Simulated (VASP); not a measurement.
# TiAl (P4/mmm) in VASP: notebook

Runs on TiAl. Level: LDA. Tasks: vibrations by perturbation theory.

All numbers are computed with VASP 6.6.1; they aren't measurements. Logs are shortened: lines on timing, memory, paths and dates and some standing lists are left out, and cuts for length are marked.

**1. The cell of the first run**

Symmetry: P4/mmm, No. 123, tetragonal system. The conventional cell has a = 2.769 Å, b = 2.769 Å, c = 3.997 Å, α = 90.00°, β = 90.00°, γ = 90.00°. Within 3.6 Å of Ti (site symmetry 4/mmm) lie 4 Ti at 2.77 Å and 8 Al at 2.80 Å. Within 3.6 Å of Al (site symmetry 4/mmm) lie 4 Al at 2.77 Å and 8 Ti at 2.80 Å.

**2. Vibrations by perturbation theory, LDA**

INCAR

```
SYSTEM = TiAl
PREC = Accurate
ENCUT = 520
EDIFF = 1E-8
ISMEAR = -1
SIGMA = 0.15
LREAL = .FALSE.
LASPH = .TRUE.
NELM = 80
ALGO = Fast
ISIF = 2
LWAVE = .FALSE.
LCHARG = .FALSE.
NBANDS = 14
IBRION = 8
NSW = 1
```

KPOINTS

```
Automatic mesh
0
G
  12 12 8
  0 0 0
```

POSCAR

```
TiAl
1.0
    2.7692000172      0.0000000000      0.0000000000
    0.0000000000      2.7692000172      0.0000000000
    0.0000000000      0.0000000000      3.9972428286
Ti Al
1 1
Direct
    0.5000000000      0.5000000000      0.5000000000
    0.0000000000      0.0000000000      0.0000000000
```

Potentials or basis: VASP PAW LDA potentials, release 64 (Ti_sv, Al).

Launch:

```
> cat potpaw_LDA.64/Ti_sv/POTCAR potpaw_LDA.64/Al/POTCAR > POTCAR
> mpirun -np 1 vasp_std > vasp.out
```

OUTCAR:

```text
SYSTEM = TiAl
   PREC = Accurate
   ENCUT = 520
   EDIFF = 1E-8
   ISMEAR = -1
   LREAL = .FALSE.
   LASPH = .TRUE.
   NELM = 80
   ISIF = 2
   IBRION = 8
   NSW = 1

 ion  position               nearest neighbor table
   1  0.500  0.500  0.500-   2 2.80   2 2.80   2 2.80   2 2.80   2 2.80   2 2.80   2 2.80   2 2.80

   2  0.000  0.000  0.000-   1 2.80   1 2.80   1 2.80   1 2.80   1 2.80   1 2.80   1 2.80   1 2.80

  LATTYP: Found a simple tetragonal cell.
 ALAT       =     2.7692000172
 C/A-ratio  =     1.4434648287

  Lattice vectors:

 A1 = (   2.7692000172,   0.0000000000,   0.0000000000)
 A2 = (   0.0000000000,   2.7692000172,   0.0000000000)
 A3 = (   0.0000000000,   0.0000000000,   3.9972428286)

Analysis of symmetry for initial positions (statically):
=====================================================================
 Subroutine PRICEL returns:
 Original cell was already a primitive cell.

 Routine SETGRP: Setting up the symmetry group for a
 simple tetragonal supercell.

 Subroutine GETGRP returns: Found 16 space group operations
 (whereof 16 operations were pure point group operations)
 out of a pool of 16 trial point group operations.

The static configuration has the point symmetry D_4h.

Analysis of symmetry for dynamics (positions and initial velocities):
=====================================================================
 Subroutine PRICEL returns:
 Original cell was already a primitive cell.

 Routine SETGRP: Setting up the symmetry group for a
 simple tetragonal supercell.

 Subroutine GETGRP returns: Found 16 space group operations
 (whereof 16 operations were pure point group operations)
 out of a pool of 16 trial point group operations.

The dynamic configuration has the point symmetry D_4h.

 Subroutine INISYM returns: Found 16 space group operations
 (whereof 16 operations are pure point group operations),
 and found     1 'primitive' translations

----------------------------------------------------------------------------------------

                                     Primitive cell

  volume of cell :      30.6527

  direct lattice vectors                    reciprocal lattice vectors
     2.769200017  0.000000000  0.000000000     0.361115121  0.000000000  0.000000000
     0.000000000  2.769200017  0.000000000     0.000000000  0.361115121  0.000000000
     0.000000000  0.000000000  3.997242829     0.000000000  0.000000000  0.250172442

  length of vectors
     2.769200017  2.769200017  3.997242829     0.361115121  0.361115121  0.250172442

  position of ions in fractional coordinates (direct lattice)
     0.500000000  0.500000000  0.500000000
     0.000000000  0.000000000  0.000000000

  ion indices of the primitive-cell ions
   primitive index   ion index
                 1           1
                 2           2

----------------------------------------------------------------------------------------

 KPOINTS: Automatic mesh

Automatic generation of k-mesh.
 Grid dimensions read from file:
 generate k-points for:   12   12    8

 Generating k-lattice:

  Cartesian coordinates                     Fractional coordinates (reciprocal lattice)
     0.030092927  0.000000000  0.000000000     0.083333333  0.000000000  0.000000000
     0.000000000  0.030092927  0.000000000     0.000000000  0.083333333  0.000000000
     0.000000000  0.000000000  0.031271555     0.000000000  0.000000000  0.125000000

  Length of vectors
     0.030092927  0.030092927  0.031271555

  Shift w.r.t. Gamma in fractional coordinates (k-lattice)
     0.000000000  0.000000000  0.000000000

 Subroutine IBZKPT returns following result:
 ===========================================

 Found    140 irreducible k-points:

 Following reciprocal coordinates:
            Coordinates               Weight
  0.000000  0.000000  0.000000      1.000000
  0.083333  0.000000  0.000000      4.000000
  0.166667  0.000000  0.000000      4.000000
  0.250000  0.000000  0.000000      4.000000
  0.333333  0.000000  0.000000      4.000000
  0.416667  0.000000  0.000000      4.000000
[... 16 lines left out ...]
  0.333333  0.333333  0.000000      4.000000
  0.416667  0.333333  0.000000      8.000000
 [... further k-points ...]
   k-points           NKPTS =    140   k-points in BZ     NKDIM =    140   number of bands    NBANDS=     14
   number of dos      NEDOS =    301   number of ions     NIONS =      2
   total plane-waves  NPLWV =  17280
   dimension x,y,z NGX =    24 NGY =   24 NGZ =   30
   dimension x,y,z NGXF=    48 NGYF=   48 NGZF=   60
[... 18 lines left out ...]
   NFREE  =      0    steps in history (QN), initial steepest desc. (CG)
   ISIF   =      2    stress and relaxation
   ISYM   =      2    0-nonsym 1-usesym 2-fastsym
   POTIM  = 0.5000    time-step for ionic-motion
   TEBEG  =    0.0;   TEEND  =   0.0 temperature during run
   PSTRESS=    0.0 pullay stress
   NELECT =      15.0000    total number of electrons
   NUPDOWN=      -1.0000    fix difference up-down
   EMIN   =  10.00;   EMAX   =-10.00  energy-range for DOS
   EFERMI =   0.00;   METHOD = LEGACY
   ISMEAR =    -1;   SIGMA  =   0.15  broadening in eV -4-tet -1-fermi 0-gaus
   EFERMI_NEDOS =   21; number of points for ismear=-14 and -15
   IALGO  =     68    algorithm
   IMIX   =      4    mixing-type and parameters
     AMIX     =   0.40;   BMIX     =  1.00
     AMIX_MAG =   1.60;   BMIX_MAG =  1.00
  volume/ion in A,a.u.               =      15.33       103.43
  Fermi-wavevector in a.u.,A,eV,Ry     =   1.290077  2.437891 22.644147  1.664298
  Thomas-Fermi vector in A             =   2.421930
   LORBIT       =      0    0 simple, 1 ext, 2 COOP (PROOUT), +10 PAW based schemes
   GGA     = CA    functional components
   LHFCALC =     F    Hartree Fock is set to
   AEXX    =    0.0000 exact exchange contribution
   IVDW    =     0    specifies the selected vdW correction
   LEPSILON=     F    determine dielectric tensor
   LRPA    =     F    only Hartree local field effects (RPA)
 non-spin polarized calculation
 RMM-DIIS sequential band-by-band and
  energy-cutoff  :      520.00
  volume of cell :       30.65
 maximum number of plane-waves:       856
 NGX is ok and might be reduce to    24
   NGX = 11   NGY = 11   NGZ = 15

--------------------------------------- Ionic step        1  -------------------------------------------

 number of electron      14.9999998 magnetization

 Free energy of the ion-electron system (eV)
  ---------------------------------------------------
  ext. energy  EPLUGINS =         0.00000000
  ---------------------------------------------------
  free energy    TOTEN  =       -13.65138341 eV

  energy without entropy =      -13.52490805  energy(sigma->0) =      -13.58814573

 E-fermi :   8.7034     XC(G=0): -11.5125

 val. band max:        8.7008702553   @ k =   0.3333   0.2500   0.1250
 cond. band min:       8.7235257626   @ k =   0.1667   0.0833   0.2500
 fundamental gap:      0.0226555073
 Fermi energy:         8.7034372460

 k-point     1 :       0.0000    0.0000    0.0000
  band No.  band energies     occupation
      1     -47.1280      2.00000
      2     -23.9012      2.00000
      3     -23.4264      2.00000
      4     -23.4264      2.00000
      5      -0.5462      2.00000
      6       6.7039      2.00000
      7       7.7512      1.99651
      8       8.4404      1.70473
      9      10.9625      0.00000
     10      10.9625      0.00000
     11      12.1411      0.00000
     12      15.2685      0.00000
     13      17.4482      0.00000
     14      17.4484      0.00000
[... 377 lines left out ...]
      1     -47.0004      2.00000
      2     -23.9142      2.00000
      3     -23.7984      2.00000
      4     -23.7812      2.00000
      5       4.4178      2.00000
      6       6.6182      2.00000
      7       7.9468      1.98719
      8       8.5564      1.45425
      9       8.8632      0.51270
     10       9.9772      0.00041
     11      12.6745      0.00000
     12      15.0800      0.00000
     13      15.6875      0.00000
     14      16.4713      0.00000

 [... further k-points ...]

------------------------ aborting loop because EDIFF is reached ----------------------------------------

  FORCE on cell =-STRESS in cart. coord.  units (eV):
  Direction    XX          YY          ZZ          XY          YZ          ZX
  --------------------------------------------------------------------------------------
  -------------------------------------------------------------------------------------
  Total        0.0298888      0.0298888      0.0367808      0.0000000      0.0000000      0.0000000
  in kB        1.5622493      1.5622493      1.9224826      0.0000000      0.0000000      0.0000000
  external PRESSURE =       1.6823270 kB  Pullay stress =       0.0000000 kB

 VOLUME and BASIS-vectors are now :
 -----------------------------------------------------------------------------
  energy-cutoff  :      520.00
  volume of cell :       30.65
      direct lattice vectors                 reciprocal lattice vectors
     2.769200017  0.000000000  0.000000000     0.361115121  0.000000000  0.000000000
     0.000000000  2.769200017  0.000000000     0.000000000  0.361115121  0.000000000
     0.000000000  0.000000000  3.997242829     0.000000000  0.000000000  0.250172442

 POSITION                                       TOTAL-FORCE (eV/Angst)
 -----------------------------------------------------------------------------------
      1.38460      1.38460      1.99862         0.000000      0.000000      0.000000
      0.00000      0.00000      0.00000         0.000000      0.000000      0.000000
 -----------------------------------------------------------------------------------
    total drift:                                0.000000      0.000000     -0.000000

  FREE ENERGIE OF THE ION-ELECTRON SYSTEM (eV)
  ---------------------------------------------------
  free  energy   TOTEN  =       -13.6513834085 eV

  energy  without entropy=      -13.5249080472  energy(sigma->0) =      -13.58814573

[... ionic steps 2 to 3 ...]

--------------------------------------- Ionic step        4  -------------------------------------------

------------------------ aborting loop because EDIFF is reached ----------------------------------------
[... 11 lines left out ...]
[... ionic steps 8 to 8 ...]

--------------------------------------- Ionic step        9  -------------------------------------------

 Free energy of the ion-electron system (eV)
  ---------------------------------------------------
  ---------------------------------------------------
  free energy    TOTEN  =        -0.01119520 eV

  energy without entropy =       -0.01119515

------------------------ aborting loop because EDIFF is reached ----------------------------------------

 INTERNAL STRAIN TENSOR  FOR ION    2  DIRECTION 3   (eV/Angst):
 -----------------------------------------------------------------------------
     0.00953  0.00000  0.00000
     0.00000  0.00953 -0.00000
     0.00000 -0.00000 -0.00221

 INTERNAL STRAIN TENSOR FOR ION    2 for displacements in x,y,z  (eV/Angst):
          X           Y           Z          XY          YZ          ZX
  --------------------------------------------------------------------------------
  x     0.00000     0.00000     0.00000     0.00000     0.00000     0.00000
  y     0.00000     0.00000     0.00000     0.00000     0.00000     0.00000
  z     0.00000     0.00000     0.00000     0.00000     0.00000     0.00000

 SECOND DERIVATIVES (NOT SYMMETRIZED)
 ------------------------------------
               1X          1Y          1Z          2X          2Y          2Z
  1X    -4.752107    0.000000    0.000000    4.752107    0.000000    0.000000
  1Y     0.000000   -4.752107    0.000000    0.000000    4.752107    0.000000
  1Z     0.000000    0.000000   -6.567772    0.000000   -0.000000    6.567772
  2X     4.749349    0.000000    0.000000   -4.749349    0.000000    0.000000
  2Y     0.000000    4.749349    0.000000    0.000000   -4.749349    0.000000
  2Z     0.000000    0.000000    6.572126    0.000000    0.000000   -6.572126

 Eigenvectors and eigenvalues of the dynamical matrix
 ----------------------------------------------------

   1 f  =    9.646584 THz    60.611272 2PiTHz  321.775393 cm-1    39.895046 meV
             X         Y         Z           dx          dy          dz
      1.384600  1.384600  1.998621     0.000000    0.000000   -0.600218
      0.000000  0.000000  0.000000     0.000000    0.000000    0.799836
[... 21 lines left out ...]
   6 f/i=    0.001534 THz     0.009641 2PiTHz    0.051180 cm-1     0.006346 meV
             X         Y         Z           dx          dy          dz
      1.384600  1.384600  1.998621     0.000000    0.000000    0.799836
      0.000000  0.000000  0.000000     0.000000    0.000000    0.600218

--------------------------------------------------------------------------------------------------------

 ELASTIC MODULI CONTR FROM IONIC RELAXATION (kBar)
 Direction    XX          YY          ZZ          XY          YZ          ZX
 --------------------------------------------------------------------------------
 XX           0.0000      0.0000      0.0000      0.0000      0.0000      0.0000
 YY           0.0000      0.0000      0.0000      0.0000      0.0000      0.0000
 ZZ           0.0000      0.0000      0.0000      0.0000      0.0000      0.0000
 XY           0.0000      0.0000      0.0000      0.0000      0.0000      0.0000
 YZ           0.0000      0.0000      0.0000      0.0000      0.0000      0.0000
 ZX           0.0000      0.0000      0.0000      0.0000      0.0000      0.0000
 --------------------------------------------------------------------------------
```

Wall time 14 min (1 thread of Intel Xeon 8259CL, shared host); peak memory 0.44 GiB.

Results:

```yaml
Highest_phonon_frequency_at_Γ: 322 cm⁻¹
```

Phonon frequencies in cm⁻¹ (negative: imaginary):
| q point | frequencies |
| --- | --- |
| (0.000, 0.000, 0.000) | 0 0 0 274 274 322 |

**3. Vibrations by perturbation theory, LDA**

INCAR is that of step 2.

KPOINTS is that of step 2.

POSCAR

```
TiAl
1.0
    2.7692000176      0.0000000000      0.0000000000
    0.0000000000      2.7692000176      0.0000000000
    0.0000000000      0.0000000000      3.9972428285
Ti Al
1 1
Direct
    0.5000000000      0.5000000000      0.5000000000
    0.0000000000      0.0000000000      0.0000000000
```

Potentials or basis: VASP PAW LDA potentials, release 64 (Ti_sv, Al).

Launch:

```
> cat potpaw_LDA.64/Ti_sv/POTCAR potpaw_LDA.64/Al/POTCAR > POTCAR
> mpirun -np 1 vasp_std > vasp.out
```

OUTCAR:

```text
SYSTEM = TiAl
   PREC = Accurate
   ENCUT = 520
   EDIFF = 1E-8
   ISMEAR = -1
   LREAL = .FALSE.
   LASPH = .TRUE.
   NELM = 80
   ISIF = 2
   IBRION = 8
   NSW = 1

 ion  position               nearest neighbor table
   1  0.500  0.500  0.500-   2 2.80   2 2.80   2 2.80   2 2.80   2 2.80   2 2.80   2 2.80   2 2.80

   2  0.000  0.000  0.000-   1 2.80   1 2.80   1 2.80   1 2.80   1 2.80   1 2.80   1 2.80   1 2.80

  LATTYP: Found a simple tetragonal cell.
 ALAT       =     2.7692000176
 C/A-ratio  =     1.4434648285

  Lattice vectors:

 A1 = (   2.7692000176,   0.0000000000,   0.0000000000)
 A2 = (   0.0000000000,   2.7692000176,   0.0000000000)
 A3 = (   0.0000000000,   0.0000000000,   3.9972428285)

Analysis of symmetry for initial positions (statically):
=====================================================================
 Subroutine PRICEL returns:
 Original cell was already a primitive cell.
[... 650 lines left out ...]

 INTERNAL STRAIN TENSOR  FOR ION    2  DIRECTION 3   (eV/Angst):
 -----------------------------------------------------------------------------
     0.00972  0.00000  0.00000
     0.00000  0.00972  0.00000
     0.00000 -0.00000 -0.00210

 INTERNAL STRAIN TENSOR FOR ION    2 for displacements in x,y,z  (eV/Angst):
          X           Y           Z          XY          YZ          ZX
  --------------------------------------------------------------------------------
  x     0.00000     0.00000     0.00000     0.00000     0.00000     0.00000
  y     0.00000     0.00000     0.00000     0.00000     0.00000     0.00000
  z     0.00000     0.00000     0.00000     0.00000     0.00000     0.00000

 SECOND DERIVATIVES (NOT SYMMETRIZED)
 ------------------------------------
               1X          1Y          1Z          2X          2Y          2Z
  1X    -4.750929    0.000000    0.000000    4.750929    0.000000    0.000000
  1Y     0.000000   -4.750929    0.000000    0.000000    4.750929    0.000000
  1Z     0.000000    0.000000   -6.565793    0.000000   -0.000000    6.565793
  2X     4.749323    0.000000    0.000000   -4.749323    0.000000    0.000000
  2Y     0.000000    4.749323    0.000000    0.000000   -4.749323    0.000000
  2Z     0.000000    0.000000    6.572353    0.000000    0.000000   -6.572353

 Eigenvectors and eigenvalues of the dynamical matrix
 ----------------------------------------------------

   1 f  =    9.646167 THz    60.608652 2PiTHz  321.761484 cm-1    39.893322 meV
             X         Y         Z           dx          dy          dz
      1.384600  1.384600  1.998621    -0.000000   -0.000000   -0.600154
      0.000000  0.000000  0.000000     0.000000    0.000000    0.799885
[... 21 lines left out ...]
   6 f/i=    0.002312 THz     0.014528 2PiTHz    0.077127 cm-1     0.009562 meV
             X         Y         Z           dx          dy          dz
      1.384600  1.384600  1.998621     0.000000   -0.000000   -0.799885
      0.000000  0.000000  0.000000     0.000000   -0.000000   -0.600154

--------------------------------------------------------------------------------------------------------

 ELASTIC MODULI CONTR FROM IONIC RELAXATION (kBar)
 Direction    XX          YY          ZZ          XY          YZ          ZX
 --------------------------------------------------------------------------------
 XX           0.0000      0.0000      0.0000      0.0000      0.0000      0.0000
 YY           0.0000      0.0000      0.0000      0.0000      0.0000      0.0000
 ZZ           0.0000      0.0000      0.0000      0.0000      0.0000      0.0000
 XY           0.0000      0.0000      0.0000      0.0000      0.0000      0.0000
 YZ           0.0000      0.0000      0.0000      0.0000      0.0000      0.0000
 ZX           0.0000      0.0000      0.0000      0.0000      0.0000      0.0000
 --------------------------------------------------------------------------------
```

stdout:

```text
[... 37 lines left out ...]
```

Wall time 8 min (1 thread of AMD EPYC 9R45 (Zen 5), shared host); peak memory 0.41 GiB.

What came out:

```yaml
Highest_phonon_frequency_at_Γ: 322 cm⁻¹
```

Phonon frequencies in cm⁻¹ (negative: imaginary):
| q point | frequencies |
| --- | --- |
| (0.000, 0.000, 0.000) | 0 0 0 274 274 322 |
